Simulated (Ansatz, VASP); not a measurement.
CuO: VASP beside Ansatz

The input INCAR:

```
SYSTEM = CuO
PREC = Accurate
ENCUT = 520
EDIFF = 1E-7
ISMEAR = -1
SIGMA = 0.05
LREAL = .False.
LASPH = .True.
NELM = 80
ALGO = Normal
ISIF = 2
LWAVE = .False.
LCHARG = .True.
LELF = .True.
LVHAR = .True.
NBANDS = 25
```

File KPOINTS:

```
Automatic mesh
0
Gamma
  9 9 5
  0 0 0
```

File POSCAR:

```
CuO
1.0
    2.8795009639      0.0000000000      0.0000000000
    0.0390727580      2.8792794796      0.0000000000
    0.0174953863      0.0172449008      5.1763391994
Cu O
2 2
Direct
    0.0000000000      0.5000000000      0.0000000000
    0.5000000000      0.0000000000      0.5000000000
    0.9984239700      0.0016717800      0.7498871000
    0.0015760300      0.9983282200      0.2501129000
```

The input input.yaml:

```yaml
crystal:
  lattice:
    - [2.8795009639, 0.0, 0.0]
    - [0.039072758, 2.8792794796, 0.0]
    - [0.0174953863, 0.0172449008, 5.1763391994]
  atoms:
    - { symbol: Cu, position: [0.0, 0.5, 0.0] }
    - { symbol: Cu, position: [0.5, 0.0, 0.5] }
    - { symbol: O, position: [0.99842397, 0.00167178, 0.7498871] }
    - { symbol: O, position: [0.00157603, 0.99832822, 0.2501129] }
kpoints:
  mp_grid: { grid: [9, 9, 5] }
  band_path:
    path:
      - [0.0, 0.0, 0.0]
      - [0.5, 0.5, 0.0]
      - [0.5009280546, 0.5009280546, 0.4940215567]
      - [0.5, 0.5, 0.5]
      - [0.5075950467, 0.4924049533, 0.5]
    npoints: 8
scf:
  occupations: { method: fermi_dirac, width: 0.05 }
hamiltonian:
  xc: lda
  pseudopotentials: { kind: all_electron, lapw: { basis_error: 0.002 } }
output:
  forces: true
  stress: true
  eigenvalues: true
```

Alike in both runs: functional LDA; k mesh 9 × 9 × 5; occupations fermi-dirac, width 0.05 eV; no spin polarisation.

```csv
,VASP,Ansatz
version,VASP 6.6.1,Ansatz 0.2.0
potentials or method,"VASP PAW LDA potentials, release 64 (Cu, O), cutoff 520 eV","all-electron LAPW, scalar-relativistic"
task,single point,band structure
```

```tsv
	VASP	Ansatz	Ansatz less VASP
gap on the k mesh at the Fermi level (eV)	none	none	-
pressure (GPa)	-7.6	-8.3	-0.68
traceless stress, the component that is largest in VASP (GPa)	-3.64	-3.91	-0.274
rms of the force components (eV/Å)	0.006	0.006	+0.0001
```

LDA's correlation is that of Perdew and Zunger in VASP and of Perdew and Wang (1992) in Ansatz. Atom by atom the forces differ by 0.000 eV/Å (rms over components). A gap of «none» marks a metal or a gap that the smearing closes. Ansatz ran all-electron here, and VASP with PAW potentials.
